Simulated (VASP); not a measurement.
# Y4I (Im-3m) in VASP: notebook, part 2 of 2

VASP 6.6.1. The steps go on from the part before.

**3. Single point, PBE**

This run uses another cell than the first one, of 35.43 Å³/atom.

File INCAR:

```
SYSTEM = Y4I
PREC = Accurate ; ENCUT = 520
EDIFF = 1E-7 ; ISMEAR = 0
SIGMA = 0.1 ; LREAL = .FALSE.
LASPH = .TRUE. ; NELM = 80
ALGO = Normal ; ISIF = 2
LWAVE = .FALSE. ; LCHARG = .FALSE.
GGA = PE ; NBANDS = 34
```

File KPOINTS:

```
Automatic mesh
0
G
  4 4 4
  0 0 0
```

File POSCAR:

```
Y4I
1.0
   -3.5381376773      3.5381376773      3.5381376773
    3.5381376773     -3.5381376773      3.5381376773
    3.5381376773      3.5381376773     -3.5381376773
Y I
4 1
Direct
    0.0000000000      0.0000000000      0.5000000000
    0.0000000000      0.5000000000      0.0000000000
    0.5000000000      0.0000000000      0.0000000000
    0.5000000000      0.5000000000      0.5000000000
    0.0000000000      0.0000000000      0.0000000000
```

Potentials or basis: VASP PAW PBE potentials, release 64 (Y_sv, I).

Run with:

```
$ cat potpaw_PBE.64/Y_sv/POTCAR potpaw_PBE.64/I/POTCAR > POTCAR
$ mpirun -np 1 vasp_std > vasp.out
```

OUTCAR:

```text
SYSTEM = Y4I
   PREC = Accurate
   ENCUT = 520
   EDIFF = 1E-7
   ISMEAR = 0
   LREAL = .FALSE.
   LASPH = .TRUE.
   NELM = 80
   ISIF = 2
   GGA = PE

 ion  position               nearest neighbor table
   1  0.000  0.000  0.500-   5 3.06   5 3.06   4 3.54   2 3.54   3 3.54   2 3.54   3 3.54   4 3.54

   2  0.000  0.500  0.000-   5 3.06   5 3.06   4 3.54   1 3.54   3 3.54   1 3.54   4 3.54   3 3.54

   3  0.500  0.000  0.000-   5 3.06   5 3.06   4 3.54   1 3.54   4 3.54   2 3.54   1 3.54   2 3.54

   4  0.500  0.500  0.500-   5 3.06   5 3.06   3 3.54   1 3.54   3 3.54   2 3.54   1 3.54   2 3.54

   5  0.000  0.000  0.000-   1 3.06   2 3.06   3 3.06   4 3.06   1 3.06   2 3.06   3 3.06   4 3.06
[... 482 lines left out ...]
  -------------------------------------------------------------------------------------
  Total        0.0658810      0.0658810      0.0658810     -0.0000000      0.0000000     -0.0000000
  in kB        0.5957806      0.5957806      0.5957806     -0.0000000      0.0000000     -0.0000000
  external PRESSURE =       0.5957806 kB  Pullay stress =       0.0000000 kB

 VOLUME and BASIS-vectors are now :
 -----------------------------------------------------------------------------
  energy-cutoff  :      520.00
  volume of cell :      177.17
      direct lattice vectors                 reciprocal lattice vectors
    -3.538137677  3.538137677  3.538137677     0.000000000  0.141317282  0.141317282
     3.538137677 -3.538137677  3.538137677     0.141317282  0.000000000  0.141317282
     3.538137677  3.538137677 -3.538137677     0.141317282  0.141317282  0.000000000

 POSITION                                       TOTAL-FORCE (eV/Angst)
 -----------------------------------------------------------------------------------
      1.76907      1.76907     -1.76907        -0.000000      0.000000      0.000000
      1.76907     -1.76907      1.76907         0.000000     -0.000000     -0.000000
     -1.76907      1.76907      1.76907         0.000000      0.000000     -0.000000
      1.76907      1.76907      1.76907         0.000000      0.000000      0.000000
      0.00000      0.00000      0.00000        -0.000000      0.000000     -0.000000
 -----------------------------------------------------------------------------------
    total drift:                                0.000000      0.000000     -0.000000

  FREE ENERGIE OF THE ION-ELECTRON SYSTEM (eV)
  ---------------------------------------------------
  free  energy   TOTEN  =       -25.4990135583 eV

  energy  without entropy=      -25.4529886571  energy(sigma->0) =      -25.47600111
```

OSZICAR:

```text
N       E                     dE             d eps       ncg     rms          rms(c)
DAV:   1     0.289481214797E+03    0.28948E+03   -0.24087E+04   544   0.137E+03
DAV:   2     0.114304012876E+01   -0.28834E+03   -0.28182E+03   656   0.340E+02
DAV:   3    -0.240651172003E+02   -0.25208E+02   -0.24668E+02   874   0.615E+01
DAV:   4    -0.263645459507E+02   -0.22994E+01   -0.22828E+01   904   0.182E+01
DAV:   5    -0.264316690333E+02   -0.67123E-01   -0.67023E-01   814   0.294E+00    0.379E+01
DAV:   6    -0.256368602399E+02    0.79481E+00   -0.11655E+00   636   0.439E+00    0.235E+01
DAV:   7    -0.255371398936E+02    0.99720E-01   -0.19715E+00   746   0.500E+00    0.229E+00
DAV:   8    -0.254995786083E+02    0.37561E-01   -0.39247E-01   664   0.251E+00    0.115E+00
DAV:   9    -0.254994997431E+02    0.78865E-04   -0.19935E-02   748   0.600E-01    0.690E-01
DAV:  10    -0.254989992537E+02    0.50049E-03   -0.23782E-03   792   0.227E-01    0.201E-01
DAV:  11    -0.254990190531E+02   -0.19799E-04   -0.31162E-04   760   0.868E-02    0.505E-02
DAV:  12    -0.254990156348E+02    0.34183E-05   -0.26289E-05   688   0.271E-02    0.342E-02
DAV:  13    -0.254990145154E+02    0.11194E-05   -0.69038E-06   752   0.985E-03    0.111E-02
DAV:  14    -0.254990133810E+02    0.11344E-05   -0.82803E-07   616   0.547E-03    0.276E-03
DAV:  15    -0.254990135661E+02   -0.18502E-06   -0.58777E-08   488   0.124E-03    0.586E-04
DAV:  16    -0.254990135583E+02    0.77789E-08   -0.22281E-08   488   0.710E-04
   1 F= -.25499014E+02 E0= -.25476001E+02  d E =-.460249E-01
```

It took 1.9 min on 1 thread of Intel Xeon 8259CL, shared host; peak memory 0.34 GiB.

What came out:

| Quantity | Value |
| --- | --- |
| Free energy | -25.4990 eV |
| Pressure | 0.1 GPa |
| Band gap on the k mesh | zero (an odd number of electrons rules out a gap without spin polarisation) |

Levels at points of the mesh, in eV from the Fermi level:
```csv
k point,band 23,band 24,band 25,band 26,band 27,band 28
"(0.00, 0.00, 0.00)",-1.57,-0.70,-0.70,-0.70,-0.45,-0.45
"(0.50, 0.00, 0.00)",-0.73,-0.07,-0.03,0.00,0.21,1.00
"(0.50, 0.50, 0.50)",-0.83,-0.39,-0.39,0.00,0.00,0.00
```

Caveat: spin-orbit coupling is left out, which moves the levels of the heavy elements; an odd number of electrons without spin polarisation forces a metal; a magnetic or distorted state may lie lower.

**4. Relaxation of cell and atoms, PBE**

File INCAR:

```
SYSTEM = Y4I
PREC = Accurate
ENCUT = 600
EDIFF = 1E-7
ISMEAR = 0
SIGMA = 0.1
LREAL = .False.
LASPH = .True.
NELM = 100
ALGO = Normal
ISIF = 3
LWAVE = .False.
LCHARG = .False.
GGA = PE
IBRION = 2
NSW = 90
EDIFFG = -0.04
```

File KPOINTS:

```
regular mesh
0
Gamma
  4 4 4
  0 0 0
```

Changes to POSCAR since step 3:

```diff
@@ -2,5 +2,5 @@
 1.0
-   -3.5381376773      3.5381376773      3.5381376773
-    3.5381376773     -3.5381376773      3.5381376773
-    3.5381376773      3.5381376773     -3.5381376773
+   -3.2981388800      3.2981388800      3.2981388800
+    3.2981388800     -3.2981388800      3.2981388800
+    3.2981388800      3.2981388800     -3.2981388800
 Y I
```

Run with:

```
$ cat potpaw_PBE.64/Y_sv/POTCAR potpaw_PBE.64/I/POTCAR > POTCAR
$ mpirun -np 1 vasp_std > vasp.out
```

Wall time 7.9 min (1 thread of Intel Xeon 8259CL, shared host); peak memory 0.37 GiB.

Results (log left out):

```yaml
Free_energy: -25.4972 eV
Relaxed_volume: 35.34 Å³/atom
Relaxed_cell: a = 6.123 Å, b = 6.123 Å, c = 6.123 Å, α = 109.47°, β = 109.47°, γ = 109.47°
Space_group_after_relaxing_to_0.1_Å: Im-3m (No. 229)
Energy_gained_by_relaxing: 203.2 meV/atom
Ionic_steps: 3
Pressure_after_relaxing: 0.1 GPa
Band_gap_on_the_k_mesh: zero (an odd number of electrons rules out a gap without spin polarisation)
```

The path:
```tsv
step	energy change (eV)	largest force (eV/Å)	pressure (GPa)	volume (Å³)
1	0.0000	0.0000	11.75	143.50
2	-0.9070	0.0000	-2.30	191.81
3	-1.0162	0.0000	0.15	176.72
```

Final structure:
```
Y I
1.0
    -3.53515    3.53515    3.53515
     3.53515   -3.53515    3.53515
     3.53515    3.53515   -3.53515
Y I
4 1
Direct
  0.00000 0.00000 0.50000
  0.00000 0.50000 0.00000
  0.50000 0.00000 0.00000
  0.50000 0.50000 0.50000
  0.00000 0.00000 0.00000
```

Levels at points of the mesh, in eV from the Fermi level:
```tsv
k point	band 23	band 24	band 25	band 26	band 27	band 28
(0.00, 0.00, 0.00)	-1.58	-0.70	-0.70	-0.70	-0.46	-0.46
(0.50, 0.00, 0.00)	-0.73	-0.07	-0.03	-0.01	0.21	1.00
(0.50, 0.50, 0.50)	-0.83	-0.39	-0.39	0.00	0.00	0.00
```

Caveat: the volume moved by over 15 % at a fixed basis, so the end points are rough; spin-orbit coupling is left out, which moves the levels of the heavy elements; an odd number of electrons without spin polarisation forces a metal; a magnetic or distorted state may lie lower.

**5. Overview**

```csv
task,cell,cutoff (eV),gap on the mesh (eV),pressure (GPa)
single point,"a = 5.713 Å, angles 109.5°, 5 atoms",520,none,11.7
single point,"a = 6.128 Å, angles 109.5°, 5 atoms",520,none,0.1
relaxation of cell and atoms,"relaxed from a = 5.713 Å, angles 109.5°, 5 atoms",600,none,0.1
```

Alike in all rows: level PBE; potentials or basis VASP PAW PBE potentials, release 64 (Y_sv, I); no spin polarisation; k mesh 4 × 4 × 4; smearing gaussian 0.1 eV.

Caveats: spin-orbit coupling is left out, which moves the levels of the heavy elements; an odd number of electrons without spin polarisation forces a metal; a magnetic or distorted state may lie lower; the cell stands under pressure (at least some runs); the volume moved by over 15 % at a fixed basis, so the end points are rough (at least some runs).

Absolute energies hang on the potentials; compare differences alone.
